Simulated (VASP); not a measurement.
# Ca3Si2N (P-4m2) in VASP: a series of runs

Runs on Ca3Si2N. Level: PBE. Tasks: single point.

All numbers are computed with VASP 6.6.1; they aren't measurements. Logs are shortened: lines on timing, memory, paths and dates and some standing lists are left out, and cuts for length are marked.

**1. The cell of the first run**

Symmetry: P-4m2, No. 115, tetragonal system. Conventional cell: a = 3.690 Å, b = 3.690 Å, c = 8.129 Å, α = 90.00°, β = 90.00°, γ = 90.00°. Ca (site symmetry -4m2) has 4 N at 2.61 Å and 4 Si at 2.82 Å within 3.4 Å. Within 3.7 Å of Ca (site symmetry 2mm) lie 5 Si at 2.78 to 2.92 Å and 10 Ca at 3.27 to 3.69 Å and 2 N at 3.59 Å. Within 3.7 Å of Si (site symmetry 2mm) lie 7 Ca at 2.78 to 2.92 Å and 2 N at 2.82 Å and 4 Si at 3.69 Å. N (site symmetry -4m2) has 4 Ca at 2.61 Å and 4 Si at 2.82 Å within 3.4 Å.

The cell was built from a structure type or drawn by symmetry, and may not be a known phase.

**2. Single point, PBE**

INCAR reads:

```
SYSTEM = Ca3Si2N
  PREC = Accurate
  ENCUT = 520
  EDIFF = 1E-7
  ISMEAR = 0
  SIGMA = 0.1
  LREAL = .False.
  LASPH = .True.
  NELM = 80
  ALGO = Normal
  ISIF = 2
  LWAVE = .False.
  LCHARG = .True.
  GGA = PE
  LELF = .True.
  LVHAR = .True.
  NBANDS = 30
```

KPOINTS reads:

```
Automatic mesh
0
Gamma
  6 6 2
  0 0 0
```

POSCAR reads:

```
Ca3Si2N
1.0
    3.6899920100      0.0000000000      0.0000000000
    0.0000000000      3.6899920100      0.0000000000
    0.0000000000      0.0000000000      8.1291280400
Ca Si N
3 2 1
Direct
    0.5000000000      0.5000000000      0.0000000000
    0.0000000000      0.5000000000      0.3786259900
    0.5000000000      0.0000000000      0.6213740100
    0.0000000000      0.5000000000      0.7376120100
    0.5000000000      0.0000000000      0.2623879900
    0.0000000000      0.0000000000      0.0000000000
```

Potentials or basis: VASP PAW PBE potentials, release 64 (Ca_sv, Si, N).

Command:

```console
> cat potpaw_PBE.64/Ca_sv/POTCAR potpaw_PBE.64/Si/POTCAR potpaw_PBE.64/N/POTCAR > POTCAR
> mpirun -np 1 vasp_std > vasp.out
```

OUTCAR:

```text
SYSTEM = Ca3Si2N
   PREC = Accurate
   ENCUT = 520
   EDIFF = 1E-7
   ISMEAR = 0
   LREAL = .False.
   LASPH = .True.
   NELM = 80
   ISIF = 2
   GGA = PE

 ion  position               nearest neighbor table
   1  0.500  0.500  0.000-   4 2.82   5 2.82   5 2.82   4 2.82
   2  0.000  0.500  0.379-   5 2.78   5 2.78   5 2.78   5 2.78   4 2.92
   3  0.500  0.000  0.621-   4 2.78   4 2.78   4 2.78   4 2.78   5 2.92
   4  0.000  0.500  0.738-   3 2.78   3 2.78   3 2.78   3 2.78   1 2.82   1 2.82   2 2.92
   5  0.500  0.000  0.262-   2 2.78   2 2.78   2 2.78   2 2.78   1 2.82   1 2.82   3 2.92
   6  0.000  0.000  0.000-

  LATTYP: Found a simple tetragonal cell.
 ALAT       =     3.6899920100
 C/A-ratio  =     2.2030204992

  Lattice vectors:

 A1 = (   3.6899920100,   0.0000000000,   0.0000000000)
 A2 = (   0.0000000000,   3.6899920100,   0.0000000000)
 A3 = (   0.0000000000,   0.0000000000,   8.1291280400)

Analysis of symmetry for initial positions (statically):
=====================================================================
 Subroutine PRICEL returns:
 Original cell was already a primitive cell.

 Routine SETGRP: Setting up the symmetry group for a
 simple tetragonal supercell.

 Subroutine GETGRP returns: Found  8 space group operations
 (whereof  8 operations were pure point group operations)
 out of a pool of 16 trial point group operations.

The static configuration has the point symmetry D_2d.

Analysis of symmetry for dynamics (positions and initial velocities):
=====================================================================
 Subroutine PRICEL returns:
 Original cell was already a primitive cell.

 Routine SETGRP: Setting up the symmetry group for a
 simple tetragonal supercell.

 Subroutine GETGRP returns: Found  8 space group operations
 (whereof  8 operations were pure point group operations)
 out of a pool of 16 trial point group operations.

The dynamic configuration has the point symmetry D_2d.

 Subroutine INISYM returns: Found  8 space group operations
 (whereof  8 operations are pure point group operations),
 and found     1 'primitive' translations

----------------------------------------------------------------------------------------

                                     Primitive cell

  volume of cell :     110.6865

  direct lattice vectors                    reciprocal lattice vectors
     3.689992010  0.000000000  0.000000000     0.271003297  0.000000000  0.000000000
     0.000000000  3.689992010  0.000000000     0.000000000  0.271003297  0.000000000
     0.000000000  0.000000000  8.129128040     0.000000000  0.000000000  0.123014424

  length of vectors
     3.689992010  3.689992010  8.129128040     0.271003297  0.271003297  0.123014424

  position of ions in fractional coordinates (direct lattice)
     0.500000000  0.500000000  0.000000000
     0.000000000  0.500000000  0.378625990
     0.500000000  0.000000000  0.621374010
     0.000000000  0.500000000  0.737612010
     0.500000000  0.000000000  0.262387990
     0.000000000  0.000000000  0.000000000

  ion indices of the primitive-cell ions
   primitive index   ion index
                 1           1
                 2           2
                 3           3
                 4           4
                 5           5
                 6           6

----------------------------------------------------------------------------------------

 KPOINTS: Automatic mesh

Automatic generation of k-mesh.
 Grid dimensions read from file:
 generate k-points for:    6    6    2

 Generating k-lattice:

  Cartesian coordinates                     Fractional coordinates (reciprocal lattice)
     0.045167216  0.000000000  0.000000000     0.166666667  0.000000000  0.000000000
     0.000000000  0.045167216  0.000000000     0.000000000  0.166666667  0.000000000
     0.000000000  0.000000000  0.061507212     0.000000000  0.000000000  0.500000000

  Length of vectors
     0.045167216  0.045167216  0.061507212

  Shift w.r.t. Gamma in fractional coordinates (k-lattice)
     0.000000000  0.000000000  0.000000000

 Subroutine IBZKPT returns following result:
 ===========================================

 Found     20 irreducible k-points:

 Following reciprocal coordinates:
            Coordinates               Weight
  0.000000  0.000000  0.000000      1.000000
  0.166667  0.000000  0.000000      4.000000
  0.333333  0.000000  0.000000      4.000000
  0.500000  0.000000  0.000000      2.000000
  0.166667  0.166667  0.000000      4.000000
  0.333333  0.166667  0.000000      8.000000
[... 12 lines left out ...]
  0.500000  0.333333  0.500000      4.000000
  0.500000  0.500000  0.500000      1.000000
   k-points           NKPTS =     20   k-points in BZ     NKDIM =     20   number of bands    NBANDS=     30
   number of dos      NEDOS =    301   number of ions     NIONS =      6
   total plane-waves  NPLWV =  47040
   dimension x,y,z NGX =    28 NGY =   28 NGZ =   60
   dimension x,y,z NGXF=    56 NGYF=   56 NGZF=  120
   ions per type =               3   2   1
   NGX,Y,Z   is equivalent  to a cutoff of  12.61, 12.61, 12.27 a.u.
   NGXF,Y,Z  is equivalent  to a cutoff of  25.23, 25.23, 24.54 a.u.
 SYSTEM =  Ca3Si2N
   PREC   = accura    normal or accurate (medium, high low for compatibility)
   ISTART =      0    job   : 0-new  1-cont  2-samecut
   ICHARG =      2    charge: 1-file 2-atom 10-const
   ISPIN  =      1    spin polarized calculation?
   LNONCOLLINEAR =      F non collinear calculations
   LSORBIT =      F    spin-orbit coupling
   LASPH  =      T    aspherical Exc in radial PAW
   ENCUT  =  520.0 eV  38.22 Ry    6.18 a.u.   6.86  6.86 15.11*2*pi/ulx,y,z
   NELM   =     80;   NELMIN=  2; NELMDL= -5     # of ELM steps
   EDIFF  = 0.1E-06   stopping-criterion for ELM
   LREAL  =      F    real-space projection
   EDIFFG = 0.1E-05   stopping-criterion for IOM
   NSW    =      0    number of steps for IOM
   IBRION =     -1    ionic relax: 0-MD 1-quasi-New 2-CG
   NFREE  =      0    steps in history (QN), initial steepest desc. (CG)
   ISIF   =      2    stress and relaxation
   ISYM   =      2    0-nonsym 1-usesym 2-fastsym
   POTIM  = 0.5000    time-step for ionic-motion
   TEBEG  =    0.0;   TEEND  =   0.0 temperature during run
   PSTRESS=    0.0 pullay stress
   NELECT =      43.0000    total number of electrons
   NUPDOWN=      -1.0000    fix difference up-down
   EMIN   =  10.00;   EMAX   =-10.00  energy-range for DOS
   EFERMI =   0.00;   METHOD = LEGACY
   ISMEAR =     0;   SIGMA  =   0.10  broadening in eV -4-tet -1-fermi 0-gaus
   EFERMI_NEDOS =   21; number of points for ismear=-14 and -15
   IALGO  =     38    algorithm
   IMIX   =      4    mixing-type and parameters
     AMIX     =   0.40;   BMIX     =  1.00
     AMIX_MAG =   1.60;   BMIX_MAG =  1.00
  volume/ion in A,a.u.               =      18.45       124.49
  Fermi-wavevector in a.u.,A,eV,Ry     =   1.194536  2.257346 19.414386  1.426917
  Thomas-Fermi vector in A             =   2.330524
   LORBIT       =      0    0 simple, 1 ext, 2 COOP (PROOUT), +10 PAW based schemes
   GGA     = PE    functional components
   LHFCALC =     F    Hartree Fock is set to
   AEXX    =    0.0000 exact exchange contribution
   IVDW    =     0    specifies the selected vdW correction
   LEPSILON=     F    determine dielectric tensor
   LRPA    =     F    only Hartree local field effects (RPA)
 non-spin polarized calculation
 Gauss-broadening in eV      SIGMA  =   0.10
  energy-cutoff  :      520.00
  volume of cell :      110.69
 maximum number of plane-waves:      3008
 NGX is ok and might be reduce to    28
   NGX = 13   NGY = 13   NGZ = 31

 number of electron      42.9999991 magnetization

 Free energy of the ion-electron system (eV)
  ---------------------------------------------------
  ext. energy  EPLUGINS =         0.00000000
  ---------------------------------------------------
  free energy    TOTEN  =       -22.77837612 eV

  energy without entropy =      -22.75733815  energy(sigma->0) =      -22.76785713

 E-fermi :   5.1189     XC(G=0): -10.1535

 val. band max:        5.1178909403   @ k =   0.1667   0.1667   0.5000
 cond. band min:       5.2311168844   @ k =   0.1667   0.1667   0.5000
 fundamental gap:      0.1132259441
 Fermi energy:         5.1189214053

 k-point     1 :       0.0000    0.0000    0.0000
  band No.  band energies     occupation
      1     -34.9798      2.00000
      2     -34.8830      2.00000
      3     -34.3296      2.00000
      4     -16.2423      2.00000
      5     -16.0961      2.00000
      6     -16.0961      2.00000
[... 22 lines left out ...]
     29       8.6505      0.00000
     30       8.9125      0.00000

 k-point     2 :       0.1667    0.0000    0.0000
  band No.  band energies     occupation
      1     -34.9700      2.00000
      2     -34.8861      2.00000
      3     -34.3265      2.00000
      4     -16.2472      2.00000
      5     -16.1988      2.00000
      6     -16.0764      2.00000
[... 22 lines left out ...]
     29       8.5746      0.00000
     30       8.9539      0.00000

 k-point     3 :       0.3333    0.0000    0.0000
  band No.  band energies     occupation
      1     -34.9458      2.00000
      2     -34.8973      2.00000
      3     -34.3202      2.00000
      4     -16.3118      2.00000
      5     -16.2880      2.00000
      6     -16.0262      2.00000
[... 22 lines left out ...]
     29       9.2499      0.00000
     30       9.3997      0.00000

 k-point     4 :       0.5000    0.0000    0.0000
  band No.  band energies     occupation
      1     -34.9183      2.00000
      2     -34.9182      2.00000
      3     -34.3170      2.00000
      4     -16.3484      2.00000
      5     -16.3337      2.00000
      6     -15.9692      2.00000
[... 22 lines left out ...]
     29       9.3575      0.00000
     30       9.5304      0.00000

 k-point     5 :       0.1667    0.1667    0.0000
  band No.  band energies     occupation
      1     -34.9612      2.00000
      2     -34.8885      2.00000
      3     -34.3234      2.00000
      4     -16.2485      2.00000
      5     -16.1879      2.00000
      6     -16.1509      2.00000
[... 22 lines left out ...]
     29       8.7907      0.00000
     30       9.1019      0.00000
[... 394 lines left out ...]
     29       9.9671      0.00000
     30      10.2730      0.00000

 k-point    18 :       0.3333    0.3333    0.5000
  band No.  band energies     occupation
      1     -34.9240      2.00000
      2     -34.8998      2.00000
      3     -34.3111      2.00000
      4     -16.2879      2.00000
      5     -16.2616      2.00000
      6     -16.1648      2.00000
[... 22 lines left out ...]
     29      10.1997      0.00000
     30      10.5629      0.00000

 k-point    19 :       0.5000    0.3333    0.5000
  band No.  band energies     occupation
      1     -34.9087      2.00000
      2     -34.9087      2.00000
      3     -34.3081      2.00000
      4     -16.3079      2.00000
      5     -16.2982      2.00000
      6     -16.1013      2.00000
[... 22 lines left out ...]
     29       9.9204      0.00000
     30      10.6060      0.00000

 k-point    20 :       0.5000    0.5000    0.5000
  band No.  band energies     occupation
      1     -34.9055      2.00000
      2     -34.9055      2.00000
      3     -34.3051      2.00000
      4     -16.3229      2.00000
      5     -16.3092      2.00000
      6     -16.0839      2.00000
[... 22 lines left out ...]
     29      10.6651      0.00000
     30      10.7259      0.00000

------------------------ aborting loop because EDIFF is reached ----------------------------------------

  FORCE on cell =-STRESS in cart. coord.  units (eV):
  Direction    XX          YY          ZZ          XY          YZ          ZX
  --------------------------------------------------------------------------------------
  -------------------------------------------------------------------------------------
  Total        8.6816584      8.6816584      9.6051092      0.0000000      0.0000000      0.0000000
  in kB      125.6661933    125.6661933    139.0330581      0.0000000      0.0000000      0.0000000
  external PRESSURE =     130.1218149 kB  Pullay stress =       0.0000000 kB

 VOLUME and BASIS-vectors are now :
 -----------------------------------------------------------------------------
  energy-cutoff  :      520.00
  volume of cell :      110.69
      direct lattice vectors                 reciprocal lattice vectors
     3.689992010  0.000000000  0.000000000     0.271003297  0.000000000  0.000000000
     0.000000000  3.689992010  0.000000000     0.000000000  0.271003297  0.000000000
     0.000000000  0.000000000  8.129128040     0.000000000  0.000000000  0.123014424

 POSITION                                       TOTAL-FORCE (eV/Angst)
 -----------------------------------------------------------------------------------
      1.84500      1.84500      0.00000         0.000000      0.000000      0.000000
      0.00000      1.84500      3.07790        -0.000000     -0.000000     -0.608155
      1.84500      0.00000      5.05123         0.000000     -0.000000      0.608155
      0.00000      1.84500      5.99614         0.000000     -0.000000      0.466919
      1.84500      0.00000      2.13299         0.000000     -0.000000     -0.466919
      0.00000      0.00000      0.00000         0.000000     -0.000000      0.000000
 -----------------------------------------------------------------------------------
    total drift:                                0.000000      0.000000      0.000000

  FREE ENERGIE OF THE ION-ELECTRON SYSTEM (eV)
  ---------------------------------------------------
  free  energy   TOTEN  =       -22.7783761189 eV

  energy  without entropy=      -22.7573381499  energy(sigma->0) =      -22.76785713
```

Wall time 51 s (1 thread of AMD EPYC 7R13 (Zen 3), shared host); peak memory 0.2 GiB.

Results:

| Item | Value |
| --- | --- |
| Free energy | -22.7784 eV |
| Pressure | 13.0 GPa |
| Largest force | 0.608 eV/Å |
| Band gap on the k mesh | zero (an odd number of electrons rules out a gap without spin polarisation) |

Forces in eV/Å, atoms in the order of the input:
```
Ca   0.000  0.000  0.000
Ca   0.000  0.000 -0.608
Ca   0.000  0.000  0.608
Si   0.000  0.000  0.467
Si   0.000  0.000 -0.467
N    0.000  0.000  0.000
```

Levels at points of the mesh, in eV from the Fermi level:
```
           k point  band 17  band 18  band 19  band 20  band 21  band 22  band 23  band 24  band 25  band 26
(0.00, 0.00, 0.00)    -1.99    -1.20    -1.20     0.23     0.66     0.66     0.69     1.92     1.99     1.99
(0.50, 0.00, 0.00)    -3.33    -2.89    -1.84    -1.04    -0.02     0.14     0.15     0.49     1.80     2.73
(0.50, 0.50, 0.00)    -2.29    -2.29    -2.18    -1.68    -1.16    -0.25    -0.25     0.76     0.95     1.15
(0.00, 0.00, 0.50)    -1.41    -1.22    -1.22    -0.06     0.74     0.90     0.90     1.63     1.63     1.99
(0.50, 0.00, 0.50)    -3.21    -2.41    -2.04    -1.86    -0.05     0.17     0.55     0.94     1.99     2.72
(0.50, 0.50, 0.50)    -2.43    -2.43    -2.30    -1.56    -1.26     0.27     0.27     0.31     1.06     1.79
```

Caveat: the k points lie up to 0.39 Å⁻¹ apart, too coarse for converged energies and pressures of a metal.

**3. Single point, PBE**

This run uses another cell than the first one, of 22.40 Å³/atom.

INCAR reads:

```
SYSTEM = Ca3Si2N
PREC     = Accurate       ! precision mode
ENCUT    = 520            ! plane-wave cutoff, eV
EDIFF    = 1E-7           ! SCF threshold, eV
ISMEAR   = 0              ! smearing method
SIGMA    = 0.1            ! smearing width, eV
LREAL    = .FALSE.        ! projectors in reciprocal space
LASPH    = .TRUE.         ! aspherical terms in the spheres
NELM     = 60             ! most SCF steps
ALGO     = Normal         ! electronic algorithm
ISIF     = 2              ! what is computed and relaxed
LWAVE    = .FALSE.        ! write WAVECAR
LCHARG   = .FALSE.        ! write CHGCAR
GGA      = PE             ! functional
NBANDS   = 30             ! bands
```

KPOINTS reads:

```
regular mesh
0
G
  6 6 2
  0 0 0
```

POSCAR reads:

```
Ca3Si2N
1.0
    3.9131911464      0.0000000000      0.0000000000
    0.0000000000      3.9131911464      0.0000000000
    0.0000000000      0.0000000000      8.7775440187
Ca Si N
3 2 1
Direct
    0.5000000000      0.5000000000      0.0000000000
    0.0000000000      0.5000000000      0.3594793970
    0.5000000000      0.0000000000      0.6405206030
    0.0000000000      0.5000000000      0.7456779885
    0.5000000000      0.0000000000      0.2543220115
    0.0000000000      0.0000000000      0.0000000000
```

Potentials or basis: VASP PAW PBE potentials, release 64 (Ca_sv, Si, N).

Command:

```console
> cat potpaw_PBE.64/Ca_sv/POTCAR potpaw_PBE.64/Si/POTCAR potpaw_PBE.64/N/POTCAR > POTCAR
> mpirun -np 1 vasp_std > vasp.out
```

It took 69 s on 1 thread of AMD EPYC 7R13 (Zen 3), shared host; peak memory 0.24 GiB.

Results (log left out):

- Free energy: -23.7129 eV
- Pressure: 0.1 GPa
- Band gap on the k mesh: zero (an odd number of electrons rules out a gap without spin polarisation)

Stress tensor (GPa, compression positive):
```
0.08 0.00 0.00
0.00 0.08 0.00
0.00 0.00 0.17
```

Levels at points of the mesh, in eV from the Fermi level:
```tsv
k point	band 18	band 19	band 20	band 21	band 22	band 23	band 24	band 25	band 26	band 27
(0.00, 0.00, 0.00)	-1.03	-1.03	0.62	0.62	0.67	0.84	1.59	1.59	1.93	2.48
(0.50, 0.00, 0.00)	-2.49	-1.45	-0.83	-0.08	-0.04	0.19	0.57	2.08	2.63	3.23
(0.50, 0.50, 0.00)	-1.99	-1.99	-1.50	-1.17	-0.07	-0.07	0.78	1.00	1.21	3.53
(0.00, 0.00, 0.50)	-1.04	-1.04	-0.03	0.71	0.71	1.05	1.48	1.48	1.84	2.36
(0.50, 0.00, 0.50)	-2.02	-1.76	-1.46	-0.23	0.20	0.60	0.77	2.26	2.60	3.02
(0.50, 0.50, 0.50)	-2.09	-2.02	-1.54	-1.08	0.24	0.31	0.31	1.13	1.75	2.64
```
